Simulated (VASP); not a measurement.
Write the native input for VASP 6.6.1 that does the following.

```
Task                   : single point
Functional             : r2SCAN
Potentials or basis    : VASP PAW PBE potentials, release 64 (Mn_pv)
Cutoff                 : 520 eV
k mesh                 : 14 × 14 × 4
Occupations            : fermi-dirac, width 0.1 eV
Spin                   : no spin polarisation
Dipole correction      : no
Further INCAR settings : ALGO = Normal; EDIFF = 1e-07; NBANDS = 34
```

Crystal: Mn.

```xyz
4
Lattice="2.4596 0.0000 0.0000 -1.2298 2.1301 0.0000 0.0000 0.0000 7.9580" Properties=species:S:1:pos:R:3 pbc="T T T"
Mn    1.2298    2.1301    0.0000
Mn    2.4596    0.0000    3.9790
Mn    0.0000    1.4201    1.9895
Mn    1.2298    0.7100    5.9685
```

This isn't the form of Mn at room conditions, which is a 58-atom cubic cell.

These files were run (other wordings do the same):

POSCAR

```
Mn
1.0
    2.4596328281      0.0000000000      0.0000000000
   -1.2298164140      2.1301045132      0.0000000000
    0.0000000000      0.0000000000      7.9579876579
Mn
4
Direct
    1.0000000000      1.0000000000      0.0000000000
    1.0000000000      0.0000000000      0.5000000000
    0.3333333333      0.6666666667      0.2500000000
    0.6666666667      0.3333333333      0.7500000000
```

INCAR.step1

```
SYSTEM = Mn
PREC     = Accurate       ! precision mode
ENCUT    = 520            ! plane-wave cutoff, eV
ISMEAR   = -1             ! smearing method
SIGMA    = 0.1            ! smearing width, eV
LREAL    = .False.        ! projectors in reciprocal space
LASPH    = .True.         ! aspherical terms in the spheres
NELM     = 60             ! most SCF steps
NBANDS   = 34             ! bands
GGA      = PE             ! functional
ALGO     = Normal         ! electronic algorithm
EDIFF    = 1E-4           ! SCF threshold, eV
LWAVE    = .True.         ! write WAVECAR
LCHARG   = .False.        ! write CHGCAR
```

INCAR.step2

```
SYSTEM = Mn
PREC     = Accurate       ! precision mode
ENCUT    = 520            ! plane-wave cutoff, eV
EDIFF    = 1E-7           ! SCF threshold, eV
ISMEAR   = -1             ! smearing method
SIGMA    = 0.1            ! smearing width, eV
LREAL    = .False.        ! projectors in reciprocal space
LASPH    = .True.         ! aspherical terms in the spheres
NELM     = 60             ! most SCF steps
ALGO     = Normal         ! electronic algorithm
ISIF     = 2              ! what is computed and relaxed
LWAVE    = .False.        ! write WAVECAR
LCHARG   = .False.        ! write CHGCAR
METAGGA  = R2SCAN         ! meta-GGA
LMIXTAU  = .True.       
NBANDS   = 34             ! bands
ISTART   = 1
```

KPOINTS

```
regular mesh
0
Gamma
  14 14 4
  0 0 0
```

Potentials or basis: VASP PAW PBE potentials, release 64 (Mn_pv).

The run is started by

```bash
$ cat potpaw_PBE.64/Mn_pv/POTCAR > POTCAR
$ cp INCAR.step1 INCAR
$ mpirun -np 1 vasp_std > vasp.out
$ cp INCAR.step2 INCAR
$ mpirun -np 1 vasp_std > vasp.out
```

Results of the run:

The pressure is 0.3 GPa. The band gap on the k mesh is zero (bands 26 and 27 overlap by 2.17 eV).

Caveat: the PAW data sets were made with another functional, which shifts forces and pressure a little; the run has no spin polarisation, though such a crystal can be magnetic.

It took 3.7 min on 1 thread of Intel(R) Xeon(R) 6975P-C (Granite Rapids), with other jobs on the host, peak memory 0.2 GiB.
